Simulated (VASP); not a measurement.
Crystal: V.

```xyz
1
Lattice="-1.5085 1.5085 1.5085 1.5085 -1.5085 1.5085 1.5085 1.5085 -1.5085" Properties=species:S:1:pos:R:3 pbc="T T T"
V     0.0000    0.0000    0.0000
```

Base run:

```yaml
Program: VASP 6.6.1
Functional: PBE
Potentials_or_basis: VASP PAW PBE potentials, release 64 (V_sv)
Cutoff: 500 eV
k_mesh: 13 × 13 × 13
Occupations: methfessel-paxton, width 0.05 eV
Spin: collinear spin, ferromagnetic start
Starting_moments: "[2.0] μB"
Hubbard_terms: V d U = 6.7 eV
```

Its results: pressure 62.7 GPa; net moment 2.45 μB per cell; site moments V +2.28 μB.

The run is repeated on the same cell with these changes: occupations from methfessel-paxton, width 0.05 eV to fermi-dirac, width 0.1 eV. What comes out?

Pressure 60.7 GPa; net moment 2.38 μB per cell; site moments V +2.22 μB.

Caveats: the U is typed as a test and isn't derived for this compound.
